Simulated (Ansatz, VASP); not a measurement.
## Two plane-wave programs on BaHfH6

File INCAR:

```
SYSTEM = BaHfH6
ALGO = Normal ; EDIFF = 1E-6
EDIFFG = -0.01 ; ENCUT = 600
GGA = PE ; IBRION = 2
ISIF = 3 ; ISMEAR = 0
LASPH = .TRUE. ; LCHARG = .FALSE.
LREAL = .FALSE. ; LWAVE = .FALSE.
NELM = 60 ; NSW = 100
PREC = Accurate ; SIGMA = 0.02
```

File KPOINTS:

```
k-points
0
G
  8 6 6
  0 0 0
```

POSCAR

```
BaHfH6
1.0
    3.3845540182      0.0000000000      0.0000000000
    0.0000000000      3.6128569165      3.9545713782
    0.0000000000     -3.6128569165      3.9545713782
Ba Hf H
1 1 6
Direct
    0.5000000000      0.5554104979      0.5554104979
    0.0000000000      0.9976825590      0.9976825590
    0.5000000000      0.7674161957      0.0551064884
    0.5000000000      0.0551064884      0.7674161957
    0.5000000000      0.1581987725      0.1581987725
    0.0000000000      0.8640426986      0.3400391409
    0.0000000000      0.3400391409      0.8640426986
    0.0000000000      0.7621411138      0.7621411138
```

Input for Ansatz:

```yaml
crystal:
  lattice:
    - [3.3845540182, 0.0, 0.0]
    - [0.0, 3.6128569165, 3.9545713782]
    - [0.0, -3.6128569165, 3.9545713782]
  atoms:
    - { symbol: Ba, position: [0.5, 0.5554104979, 0.5554104979] }
    - { symbol: Hf, position: [0.0, 0.997682559, 0.997682559] }
    - { symbol: H, position: [0.5, 0.7674161957, 0.0551064884] }
    - { symbol: H, position: [0.5, 0.0551064884, 0.7674161957] }
    - { symbol: H, position: [0.5, 0.1581987725, 0.1581987725] }
    - { symbol: H, position: [0.0, 0.8640426986, 0.3400391409] }
    - { symbol: H, position: [0.0, 0.3400391409, 0.8640426986] }
    - { symbol: H, position: [0.0, 0.7621411138, 0.7621411138] }
basis:
  ecutwfc: 420
kpoints:
  mp_grid: { grid: [8, 6, 6] }
hamiltonian:
  xc: pbe
scf:
  occupations: { method: gaussian, width: 0.02 }
output:
  forces: true
  stress: true
  eigenvalues: true
relax:
  adjacent_minimum: "off"
  f_tol: 0.01
  max_steps: 80
  cell: { stress_tol: 0.05 }
```

Change from the starting cell: the structure that the rattled cell fell into.

Alike in both runs: task relaxation of cell and atoms; functional PBE; k mesh 8 × 6 × 6; occupations gaussian, width 0.02 eV; no spin polarisation.

|  | VASP | Ansatz |
| --- | --- | --- |
| version | VASP 6.6.1 | Ansatz 0.2.0 |
| potentials or method | VASP PAW PBE potentials, release 64 (Ba_sv, Hf_pv, H), cutoff 600 eV | scalar-relativistic, plane waves, PAW |
| valence electrons in the cell | 26 | 42 |

|  | VASP | Ansatz | Ansatz less VASP |
| --- | --- | --- | --- |
| gap on the k mesh at the Fermi level, each at its own relaxed structure (eV) | 2.30 | 2.41 | +0.114 |
| relaxed volume (Å³/atom) | 12.25 | 12.14 | -0.118 |
| relaxed length of the cell vector where the two differ most in proportion (Å) | 5.383 | 5.365 | -0.0178 |

VASP's potentials hold 26 valence electrons a cell and Ansatz's 42, so a difference there can come from the potentials and not from the codes.

Spin-orbit coupling is off throughout.
